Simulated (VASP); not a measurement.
AlN, 4 atoms in the cell. The structure is hexagonal, space group P6_3/mmc (No. 194). The conventional cell has a = 3.242 Å, b = 3.242 Å, c = 4.306 Å, α = 90.00°, β = 90.00°, γ = 120.00°. Within 2.5 Å of Al (site symmetry -6m2) lie 5 N at 1.87 to 2.15 Å. N (site symmetry -6m2) has 5 Al at 1.87 to 2.15 Å within 2.5 Å. 

```yaml
Program: VASP 6.6.1
Task: single point
Functional: PBEsol
Potentials_or_basis: VASP PAW PBE potentials, release 64 (Al, N)
Cutoff: 520 eV
k_mesh: 9 × 9 × 6
Occupations: gaussian, width 0.05 eV
Spin: no spin polarisation
Dipole_correction: no
Further_INCAR_settings: ALGO = Normal; EDIFF = 1e-07; NBANDS = 16
```

Potentials or basis: VASP PAW PBE potentials, release 64 (Al, N).

The run is started by

```bash
$ cat potpaw_PBE.64/Al/POTCAR potpaw_PBE.64/N/POTCAR > POTCAR
$ mpirun -np 1 vasp_std > vasp.out
```

Hardware: 1 thread of Intel(R) Xeon(R) Platinum 8259CL CPU @ 2.50GHz (Skylake/Cascade Lake), on a shared host.

Question: Estimate the wall time of this run.

Answer: It took 37 s on 1 thread of Intel(R) Xeon(R) Platinum 8259CL CPU @ 2.50GHz (Skylake/Cascade Lake), with other jobs on the host, peak memory 0.15 GiB. Counts: scf iterations 14, k points 48.
